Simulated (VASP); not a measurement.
# SrAlVO4 (F-43m) in VASP: further runs

SrAlVO4 is run at these levels: PBE; tasks: single point, relaxation of cell and atoms.

All numbers are computed with VASP 6.6.1; they aren't measurements. Logs are shortened: lines on timing, memory, paths and dates and some standing lists are left out, and cuts for length are marked.

### 1 The cell of the first run

It takes space group F-43m (No. 216, cubic). The conventional cell has a = 8.213 Å, b = 8.213 Å, c = 8.213 Å, α = 90.00°, β = 90.00°, γ = 90.00°. Within 4.5 Å of Sr (site symmetry -43m) lie 12 O at 3.40 Å and 4 Al at 3.56 Å and 6 V at 4.11 Å. Al (site symmetry -43m) has 4 O at 1.74 Å within 2.3 Å. Within 2.4 Å of V (site symmetry -43m) lie 4 O at 1.82 Å. O (site symmetry 3m) has 1 Al at 1.74 Å and 1 V at 1.82 Å within 2.3 Å.

The cell was built from a structure type or drawn by symmetry, and may not be a known phase.

### 2 Single point, PBE, collinear spin, ferromagnetic start

File INCAR:

```
PREC = Accurate ; ENCUT = 520
EDIFF = 1E-6 ; ISMEAR = 0
SIGMA = 0.1 ; LREAL = F
LASPH = T ; NELM = 150
ALGO = Normal ; ISIF = 2
LWAVE = F ; LCHARG = F
ISPIN = 2 ; MAGMOM = 0 0 2 0 0 0 0
LORBIT = 11 ; LMAXMIX = 4
GGA = PE ; NBANDS = 38
```

File KPOINTS:

```
Automatic mesh
0
Gamma
  4 4 4
```

File POSCAR:

```
SrAlVO4
1.0
    0.0000000000      4.1063859630      4.1063859630
    4.1063859630      0.0000000000      4.1063859630
    4.1063859630      4.1063859630      0.0000000000
Sr Al V O
1 1 1 4
Direct
    0.0000000000      0.0000000000      0.0000000000
    0.2500000000      0.2500000000      0.2500000000
    0.5000000000      0.5000000000      0.5000000000
    0.3722034158      0.8833897526      0.3722034158
    0.3722034158      0.3722034158      0.3722034158
    0.8833897526      0.3722034158      0.3722034158
    0.3722034158      0.3722034158      0.8833897526
```

Potentials or basis: VASP PAW PBE potentials, release 64 (Sr_sv, Al, V_sv, O).

Command:

```
$ cat potpaw_PBE.64/Sr_sv/POTCAR potpaw_PBE.64/Al/POTCAR potpaw_PBE.64/V_sv/POTCAR potpaw_PBE.64/O/POTCAR > POTCAR
$ mpirun -np 1 vasp_std > vasp.out
```

OUTCAR:

```text
PREC = Accurate
   ENCUT = 520
   EDIFF = 1E-6
   ISMEAR = 0
   LREAL = F
   LASPH = T
   NELM = 150
   ISIF = 2
   ISPIN = 2
   LORBIT = 11
   GGA = PE

 ion  position               nearest neighbor table
   1  0.000  0.000  0.000-   4 3.40   6 3.40   6 3.40   7 3.40   4 3.40   7 3.40   5 3.40   5 3.40
                             5 3.40   4 3.40   6 3.40   7 3.40   2 3.56   2 3.56   2 3.56   2 3.56
   2  0.250  0.250  0.250-   4 1.74   6 1.74   7 1.74   5 1.74   1 3.56   1 3.56   1 3.56   1 3.56

   3  0.500  0.500  0.500-   5 1.82   4 1.82   6 1.82   7 1.82
   4  0.372  0.883  0.372-   2 1.74   3 1.82   1 3.40   1 3.40   1 3.40
   5  0.372  0.372  0.372-   2 1.74   3 1.82   1 3.40   1 3.40   1 3.40
   6  0.883  0.372  0.372-   2 1.74   3 1.82   1 3.40   1 3.40   1 3.40
   7  0.372  0.372  0.883-   2 1.74   3 1.82   1 3.40   1 3.40   1 3.40

  LATTYP: Found a face centered cubic cell.
 ALAT       =     8.2127719260

  Lattice vectors:

 A1 = (   0.0000000000,   4.1063859630,   4.1063859630)
 A2 = (   4.1063859630,   0.0000000000,   4.1063859630)
 A3 = (   4.1063859630,   4.1063859630,   0.0000000000)

Analysis of symmetry for initial positions (statically):
=====================================================================
 Subroutine PRICEL returns:
 Original cell was already a primitive cell.

 Routine SETGRP: Setting up the symmetry group for a
 face centered cubic supercell.

 Subroutine GETGRP returns: Found 24 space group operations
 (whereof 24 operations were pure point group operations)
 out of a pool of 48 trial point group operations.

The static configuration has the point symmetry T_d .

Analysis of symmetry for dynamics (positions and initial velocities):
=====================================================================
 Subroutine PRICEL returns:
 Original cell was already a primitive cell.

 Routine SETGRP: Setting up the symmetry group for a
 face centered cubic supercell.

 Subroutine GETGRP returns: Found 24 space group operations
 (whereof 24 operations were pure point group operations)
 out of a pool of 48 trial point group operations.

The dynamic configuration has the point symmetry T_d .

Analysis of structural, dynamic, and magnetic symmetry:
=====================================================================
 Subroutine PRICEL returns:
 Original cell was already a primitive cell.

 Routine SETGRP: Setting up the symmetry group for a
 face centered cubic supercell.

 Subroutine GETGRP returns: Found 24 space group operations
 (whereof 24 operations were pure point group operations)
 out of a pool of 48 trial point group operations.

The overall configuration has the point symmetry T_d .

 Subroutine INISYM returns: Found 24 space group operations
 (whereof 24 operations are pure point group operations),
 and found     1 'primitive' translations

----------------------------------------------------------------------------------------

                                     Primitive cell

  volume of cell :     138.4871

  direct lattice vectors                    reciprocal lattice vectors
     0.000000000  4.106385963  4.106385963    -0.121761570  0.121761570  0.121761570
     4.106385963  0.000000000  4.106385963     0.121761570 -0.121761570  0.121761570
     4.106385963  4.106385963  0.000000000     0.121761570  0.121761570 -0.121761570

  length of vectors
     5.807306721  5.807306721  5.807306721     0.210897225  0.210897225  0.210897225

  position of ions in fractional coordinates (direct lattice)
     0.000000000  0.000000000  0.000000000
     0.250000000  0.250000000  0.250000000
     0.500000000  0.500000000  0.500000000
     0.372203416  0.883389753  0.372203416
     0.372203416  0.372203416  0.372203416
     0.883389753  0.372203416  0.372203416
     0.372203416  0.372203416  0.883389753

  ion indices of the primitive-cell ions
   primitive index   ion index
                 1           1
                 2           2
                 3           3
                 4           4
                 5           5
                 6           6
                 7           7
[... 38 lines left out ...]
   number of dos      NEDOS =    301   number of ions     NIONS =      7
   total plane-waves  NPLWV = 110592
   dimension x,y,z NGX =    48 NGY =   48 NGZ =   48
   dimension x,y,z NGXF=    96 NGYF=   96 NGZF=   96
   ions per type =               1   1   1   4
   NGX,Y,Z   is equivalent  to a cutoff of  13.74, 13.74, 13.74 a.u.
   NGXF,Y,Z  is equivalent  to a cutoff of  27.48, 27.48, 27.48 a.u.
 SYSTEM =  unknown system
   PREC   = accura    normal or accurate (medium, high low for compatibility)
   ISTART =      0    job   : 0-new  1-cont  2-samecut
   ICHARG =      2    charge: 1-file 2-atom 10-const
   ISPIN  =      2    spin polarized calculation?
   LNONCOLLINEAR =      F non collinear calculations
   LSORBIT =      F    spin-orbit coupling
   LASPH  =      T    aspherical Exc in radial PAW
[... 18 lines left out ...]
   EFERMI_NEDOS =   21; number of points for ismear=-14 and -15
   IALGO  =     38    algorithm
   IMIX   =      4    mixing-type and parameters
     AMIX     =   0.40;   BMIX     =  1.00
     AMIX_MAG =   1.60;   BMIX_MAG =  1.00
  volume/ion in A,a.u.               =      19.78       133.51
  Fermi-wavevector in a.u.,A,eV,Ry     =   1.165722  2.202896 18.489069  1.358908
  Thomas-Fermi vector in A             =   2.302244
   LORBIT       =     11    0 simple, 1 ext, 2 COOP (PROOUT), +10 PAW based schemes
   GGA     = PE    functional components
   LHFCALC =     F    Hartree Fock is set to
   AEXX    =    0.0000 exact exchange contribution
   IVDW    =     0    specifies the selected vdW correction
   LEPSILON=     F    determine dielectric tensor
   LRPA    =     F    only Hartree local field effects (RPA)
 spin polarized calculation
 Gauss-broadening in eV      SIGMA  =   0.10
  energy-cutoff  :      520.00
  volume of cell :      138.49
 maximum number of plane-waves:      3750
 NGX is ok and might be reduce to    48
   NGX = 21   NGY = 21   NGZ = 21

 number of electron      50.0000010 magnetization       0.0778336

 number of electron      50.0000007 magnetization      -1.5479610

 Free energy of the ion-electron system (eV)
  ---------------------------------------------------
  ext. energy  EPLUGINS =         0.00000000
  ---------------------------------------------------
  free energy    TOTEN  =       -50.65756307 eV

  energy without entropy =      -50.63806803  energy(sigma->0) =      -50.64781555

 E-fermi :   3.8078     XC(G=0):  -8.1587

 val. band max:        3.7760656720   @ k =   0.2500   0.2500   0.0000
 cond. band min:       3.8315123214   @ k =   0.5000   0.2500   0.0000
 fundamental gap:      0.0554466494
 Fermi energy:         3.8078016760

 spin component 1

 k-point     1 :       0.0000    0.0000    0.0000
  band No.  band energies     occupation
      1     -60.9162      1.00000
      2     -34.8821      1.00000
      3     -34.8821      1.00000
      4     -34.8821      1.00000
      5     -34.7209      1.00000
      6     -16.6313      1.00000
[... 309 lines left out ...]
     36       7.2827      0.00000
     37       7.5094      0.00000
 Fermi energy:         3.8078016760

 spin component 2

 k-point     1 :       0.0000    0.0000    0.0000
  band No.  band energies     occupation
      1     -62.3565      1.00000
      2     -36.2836      1.00000
      3     -36.2835      1.00000
      4     -36.2834      1.00000
      5     -34.7285      1.00000
      6     -16.6562      1.00000
[... 309 lines left out ...]
     36       7.2505      0.00000
     37       7.4698      0.00000
 [bands above 37 left out]

------------------------ aborting loop because EDIFF is reached ----------------------------------------

  FORCE on cell =-STRESS in cart. coord.  units (eV):
  Direction    XX          YY          ZZ          XY          YZ          ZX
  --------------------------------------------------------------------------------------
  -------------------------------------------------------------------------------------
  Total       -0.0737528     -0.0737528     -0.0737528     -0.0000000     -0.0000000      0.0000000
  in kB       -0.8532572     -0.8532572     -0.8532572     -0.0000000     -0.0000000      0.0000000
  external PRESSURE =      -0.8532572 kB  Pullay stress =       0.0000000 kB

 VOLUME and BASIS-vectors are now :
 -----------------------------------------------------------------------------
  energy-cutoff  :      520.00
  volume of cell :      138.49
      direct lattice vectors                 reciprocal lattice vectors
     0.000000000  4.106385963  4.106385963    -0.121761570  0.121761570  0.121761570
     4.106385963  0.000000000  4.106385963     0.121761570 -0.121761570  0.121761570
     4.106385963  4.106385963  0.000000000     0.121761570  0.121761570 -0.121761570

 POSITION                                       TOTAL-FORCE (eV/Angst)
 -----------------------------------------------------------------------------------
      0.00000      0.00000      0.00000         0.000000      0.000000      0.000000
      2.05319      2.05319      2.05319         0.000000      0.000000      0.000000
      4.10639      4.10639      4.10639         0.000000      0.000000      0.000000
      5.15595      3.05682      5.15595         0.053872     -0.053872      0.053872
      3.05682      3.05682      3.05682        -0.053872     -0.053872     -0.053872
      3.05682      5.15595      5.15595        -0.053872      0.053872      0.053872
      5.15595      5.15595      3.05682         0.053872      0.053872     -0.053872
 -----------------------------------------------------------------------------------
    total drift:                                0.000001      0.000001      0.000001

  FREE ENERGIE OF THE ION-ELECTRON SYSTEM (eV)
  ---------------------------------------------------
  free  energy   TOTEN  =       -50.6575630733 eV

  energy  without entropy=      -50.6380680309  energy(sigma->0) =      -50.64781555

 total charge

# of ion       s       p       d       tot
------------------------------------------
    1        2.020   5.716   0.061   7.797
    2        0.354   0.477   0.000   0.832
    3        2.297   6.303   3.140  11.740
    4        1.564   3.512   0.000   5.076
    5        1.564   3.512   0.000   5.076
    6        1.564   3.512   0.000   5.076
    7        1.564   3.512   0.000   5.076
--------------------------------------------------
tot         10.926  26.544   3.201  40.671

 magnetization (x)

# of ion       s       p       d       tot
------------------------------------------
    1       -0.005   0.000  -0.005  -0.010
    2        0.001  -0.003   0.000  -0.002
    3       -0.011  -0.010  -1.368  -1.388
    4        0.001   0.002   0.000   0.002
    5        0.001   0.002   0.000   0.002
    6        0.001   0.002   0.000   0.002
    7        0.001   0.002   0.000   0.002
--------------------------------------------------
tot         -0.012  -0.006  -1.373  -1.391
```

Wall time 1.7 min (1 thread of Intel Xeon 6975P-C (Granite Rapids), shared host); peak memory 0.43 GiB.

Results:

| Quantity | Value |
| --- | --- |
| Free energy | -50.6576 eV |
| Pressure | -0.1 GPa |
| Largest force | 0.093 eV/Å |
| Net moment | -1.55 μB per cell |
| Site moments | Sr -0.01; Al -0.00; V -1.39; O +0.00 μB |
| Valence electrons inside the program's atomic spheres | Sr 7.80; Al 0.83; V 11.74; O 5.08 |

Forces on the atoms (eV/Å):
```
Sr   0.000  0.000  0.000
Al   0.000  0.000  0.000
V    0.000  0.000  0.000
O    0.054 -0.054  0.054
O   -0.054 -0.054 -0.054
O   -0.054  0.054  0.054
O    0.054  0.054 -0.054
```

Caveat: semilocal functionals often make such compounds metallic where correlation or magnetic order opens a gap, which also shifts bond lengths. With open d or f shells a metallic result of PBE can be an artefact of self-interaction; +U or a hybrid may open a gap.

### 3 Single point, PBE, collinear spin, ferromagnetic start

This run uses another cell than the first one, of 21.84 Å³/atom.

INCAR is that of step 2.

File KPOINTS:

```
regular mesh
0
Gamma
  4 4 4
```

File POSCAR:

```
SrAlVO4
1.0
    0.0000000000      4.2441491200      4.2441491200
    4.2441491200      0.0000000000      4.2441491200
    4.2441491200      4.2441491200      0.0000000000
Sr Al V O
1 1 1 4
Direct
    0.0000000000      0.0000000000      0.0000000000
    0.2500000000      0.2500000000      0.2500000000
    0.5000000000      0.5000000000      0.5000000000
    0.3644420800      0.9066737600      0.3644420800
    0.3644420800      0.3644420800      0.3644420800
    0.9066737600      0.3644420800      0.3644420800
    0.3644420800      0.3644420800      0.9066737600
```

Potentials or basis: VASP PAW PBE potentials, release 64 (Sr_sv, Al, V_sv, O).

Command:

```
$ cat potpaw_PBE.64/Sr_sv/POTCAR potpaw_PBE.64/Al/POTCAR potpaw_PBE.64/V_sv/POTCAR potpaw_PBE.64/O/POTCAR > POTCAR
$ mpirun -np 1 vasp_std > vasp.out
```

Wall time 1.8 min (1 thread of Intel Xeon 6975P-C (Granite Rapids), shared host); peak memory 0.46 GiB.

The run converged. Its results:

* Free energy: -49.5036 eV
* Pressure: -4.4 GPa
* Largest force: 3.955 eV/Å
* Band gap on the k mesh: zero (filled and empty bands overlap)
* Net moment: 1.97 μB per cell
* Site moments: Sr +0.00; Al -0.00; V +1.78; O +0.01 μB
* Valence electrons inside the program's atomic spheres: Sr 7.78; Al 0.92; V 11.29; O 5.05

Forces in eV/Å, atoms in the order of the input:
```
Sr   0.000  0.000  0.000
Al   0.000  0.000  0.000
V    0.000  0.000  0.000
O   -2.284  2.284 -2.284
O    2.284  2.284  2.284
O    2.284 -2.284 -2.284
O   -2.284 -2.284  2.284
```

Levels at points of the mesh, in eV from the Fermi level:
Spin up:
```tsv
k point	band 23	band 24	band 25	band 26	band 27	band 28	band 29	band 30
(0.00, 0.00, 0.00)	-2.68	-2.68	-0.52	-0.40	-0.40	1.17	1.17	1.17
(0.50, 0.00, 0.00)	-3.56	-2.67	-0.28	-0.28	0.63	1.17	1.20	1.20
(0.50, 0.50, 0.00)	-3.21	-3.21	-0.56	-0.02	0.79	1.10	1.10	1.57
```
Spin down:
| k point | band 20 | band 21 | band 22 | band 23 | band 24 | band 25 | band 26 | band 27 | band 28 | band 29 |
| --- | --- | --- | --- | --- | --- | --- | --- | --- | --- | --- |
| (0.00, 0.00, 0.00) | -4.33 | -4.33 | -2.64 | -2.64 | -2.64 | -0.49 | 1.90 | 1.90 | 1.90 | 1.94 |
| (0.50, 0.00, 0.00) | -3.94 | -3.94 | -3.38 | -3.38 | -2.63 | 1.08 | 1.40 | 1.83 | 1.83 | 2.04 |
| (0.50, 0.50, 0.00) | -4.00 | -3.83 | -3.65 | -3.12 | -3.12 | 1.37 | 1.43 | 1.84 | 1.84 | 2.02 |

Caveat: the cell stands under tension; semilocal functionals often make such compounds metallic where correlation or magnetic order opens a gap, which also shifts bond lengths; forces of over 1 eV/Å act on the atoms, so gaps and moduli don't describe the material at rest. With open d or f shells a metallic result of PBE can be an artefact of self-interaction; +U or a hybrid may open a gap.

### 4 Relaxation of cell and atoms, PBE, collinear spin, ferromagnetic start

This run uses another cell than the first one, of 21.84 Å³/atom.

File INCAR:

```
SYSTEM = SrAlVO4
PREC = Accurate
ENCUT = 600
EDIFF = 1E-6
ISMEAR = 0
SIGMA = 0.1
LREAL = .FALSE.
LASPH = .TRUE.
NELM = 150
ALGO = Normal
ISIF = 3
LWAVE = .FALSE.
LCHARG = .FALSE.
ISPIN = 2
MAGMOM = 0 0 2 0 0 0 0
LORBIT = 11
LMAXMIX = 4
GGA = PE
IBRION = 2
NSW = 90
EDIFFG = -0.04
```

File KPOINTS:

```
Automatic mesh
0
G
  4 4 4
  0 0 0
```

POSCAR is that of step 3.

Command:

```
$ cat potpaw_PBE.64/Sr_sv/POTCAR potpaw_PBE.64/Al/POTCAR potpaw_PBE.64/V_sv/POTCAR potpaw_PBE.64/O/POTCAR > POTCAR
$ mpirun -np 1 vasp_std > vasp.out
```

Wall time 7.2 min (1 thread of Intel Xeon 6975P-C (Granite Rapids), shared host); peak memory 0.47 GiB.

The run converged. Its results:

| Item | Value |
| --- | --- |
| Free energy | -50.6894 eV |
| Relaxed volume | 19.73 Å³/atom |
| Relaxed cell | a = 5.802 Å, b = 5.802 Å, c = 5.802 Å, α = 60.00°, β = 60.00°, γ = 60.00° |
| Space group after relaxing (to 0.1 Å) | F-43m (No. 216) |
| Energy gained by relaxing | 168.1 meV/atom |
| Ionic steps | 8 |
| Pressure after relaxing | 0.0 GPa |
| Net moment | 1.55 μB per cell |
| Site moments | Sr +0.01; Al +0.00; V +1.39; O -0.00 μB |
| Valence electrons inside the program's atomic spheres | Sr 7.80; Al 0.84; V 11.74; O 5.08 |

The path:
| step | energy change (eV) | largest force (eV/Å) | pressure (GPa) | volume (Å³) |
| --- | --- | --- | --- | --- |
| 1 | 0.0000 | 3.9555 | -4.52 | 152.90 |
| 2 | -0.6626 | 3.3005 | 0.57 | 139.67 |
| 3 | -1.0980 | 0.2426 | -3.67 | 144.50 |
| 4 | -1.0991 | 0.3522 | -3.57 | 144.30 |
| 5 | -1.1521 | 0.1818 | 2.29 | 134.83 |
| 6 | -1.1737 | 0.2444 | 0.09 | 138.03 |
| 7 | -1.1744 | 0.2095 | -0.03 | 138.21 |
| 8 | -1.1764 | 0.0000 | 0.02 | 138.13 |

Final structure:
```xyz
7
Lattice="0.0000 4.1028 4.1028 4.1028 0.0000 4.1028 4.1028 4.1028 0.0000" Properties=species:S:1:pos:R:3 pbc="T T T"
Sr    0.0000    0.0000    0.0000
Al    2.0514    2.0514    2.0514
V     4.1028    4.1028    4.1028
O     5.1527    3.0530    5.1527
O     3.0530    3.0530    3.0530
O     3.0530    5.1527    5.1527
O     5.1527    5.1527    3.0530
```

Levels at points of the mesh, in eV from the Fermi level:
Spin up:
| k point | band 22 | band 23 | band 24 | band 25 | band 26 | band 27 | band 28 | band 29 | band 30 | band 31 |
| --- | --- | --- | --- | --- | --- | --- | --- | --- | --- | --- |
| (0.00, 0.00, 0.00) | -3.70 | -3.70 | -3.70 | -1.00 | -0.27 | -0.27 | 1.45 | 1.45 | 1.45 | 1.93 |
| (0.50, 0.00, 0.00) | -4.68 | -4.68 | -3.69 | -0.14 | -0.14 | 0.62 | 0.81 | 1.56 | 1.56 | 1.70 |
| (0.50, 0.50, 0.00) | -4.74 | -4.33 | -4.33 | -0.58 | 0.18 | 0.90 | 1.35 | 1.35 | 1.40 | 1.60 |
Spin down:
| k point | band 21 | band 22 | band 23 | band 24 | band 25 | band 26 | band 27 | band 28 |
| --- | --- | --- | --- | --- | --- | --- | --- | --- |
| (0.00, 0.00, 0.00) | -5.63 | -3.68 | -3.68 | -3.68 | -0.97 | 1.55 | 1.55 | 1.78 |
| (0.50, 0.00, 0.00) | -4.98 | -4.60 | -4.60 | -3.67 | 0.77 | 1.06 | 1.56 | 1.56 |
| (0.50, 0.50, 0.00) | -4.98 | -4.71 | -4.28 | -4.28 | 0.82 | 1.17 | 1.78 | 1.78 |

Caveat: semilocal functionals often make such compounds metallic where correlation or magnetic order opens a gap, which also shifts bond lengths. With open d or f shells a metallic result of PBE can be an artefact of self-interaction; +U or a hybrid may open a gap.

### 5 Overview

| task | cell | cutoff (eV) | gap on the mesh (eV) | pressure (GPa) | moment (μB) | largest force (eV/Å) |
| --- | --- | --- | --- | --- | --- | --- |
| single point | a = 5.807 Å, angles 60.0°, 7 atoms, atomic positions A | 520 | none | -0.1 | 1.55 | 0.09 |
| single point | a = 6.002 Å, angles 60.0°, 7 atoms, atomic positions B | 520 | none | -4.4 | 1.97 | 3.96 |
| relaxation of cell and atoms | relaxed from a = 6.002 Å, angles 60.0°, 7 atoms, atomic positions B | 600 | none | 0.0 | 1.55 | - |

Alike in all rows: level PBE; potentials or basis VASP PAW PBE potentials, release 64 (Sr_sv, Al, V_sv, O); spin collinear, ferromagnetic start; k mesh 4 × 4 × 4; smearing gaussian 0.1 eV.

Caveats: semilocal functionals often make such compounds metallic where correlation or magnetic order opens a gap, which also shifts bond lengths; the cell stands under tension (at least some runs); forces of over 1 eV/Å act on the atoms, so gaps and moduli don't describe the material at rest (at least some runs).

Absolute energies hang on the potentials; compare differences alone.
